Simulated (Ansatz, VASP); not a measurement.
## One calculation of Ag, two programs

INCAR

```
SYSTEM = Ag
PREC = Accurate
ENCUT = 400
EDIFF = 1E-8
ISMEAR = -1
SIGMA = 0.05
LREAL = .FALSE.
LASPH = .TRUE.
NELM = 120
ALGO = Normal
ISIF = 2
LWAVE = .FALSE.
LCHARG = .FALSE.
GGA = CA
LEFG = .TRUE.
NBANDS = 12
GGA_COMPAT = .FALSE.
```

File KPOINTS:

```
Automatic mesh
0
G
  15 15 15
  0 0 0
```

POSCAR

```
Ag
1.0
    0.0000000000      2.0699859780      2.0699859780
    2.0699859780      0.0000000000      2.0699859780
    2.0699859780      2.0699859780      0.0000000000
Ag
1
Direct
    0.0000000000      0.0000000000      0.0000000000
```

Input for Ansatz:

```yaml
crystal:
  lattice:
    - [0.0, 2.069985978, 2.069985978]
    - [2.069985978, 0.0, 2.069985978]
    - [2.069985978, 2.069985978, 0.0]
  atoms:
    - { symbol: Ag, position: [0.0, 0.0, 0.0] }
kpoints:
  mp_grid: { grid: [15, 15, 15] }
scf:
  occupations: { method: fermi_dirac, width: 0.05 }
hamiltonian:
  xc: lda
  pseudopotentials: { kind: paw }
output:
  forces: true
  stress: true
  eigenvalues: true
  efg: { contact_densities: true }
```

Change from the starting cell: functional lda, volume scaled by 1.04, PAW files.

Alike in both runs: task electric field gradients; functional LDA; k mesh 15 × 15 × 15; occupations fermi-dirac, width 0.05 eV; no spin polarisation.

|  | VASP | Ansatz |
| --- | --- | --- |
| version | VASP 6.6.1 | Ansatz 0.2.0 |
| potentials or method | VASP PAW LDA potentials, release 64 (Ag) | PAW with Ansatz's default frozen-core files, scalar-relativistic |
| plane-wave cutoff (eV) | 400 | 420 |
| valence electrons in the cell | 11 | 19 |

|  | VASP | Ansatz | Ansatz less VASP |
| --- | --- | --- | --- |
| pressure (GPa) | -10.9 | -10.7 | +0.20 |

LDA's correlation is that of Perdew and Zunger in VASP and of Perdew and Wang (1992) in Ansatz. VASP's potentials hold 11 valence electrons a cell and Ansatz's 19, so a difference there can come from the potentials and not from the codes.
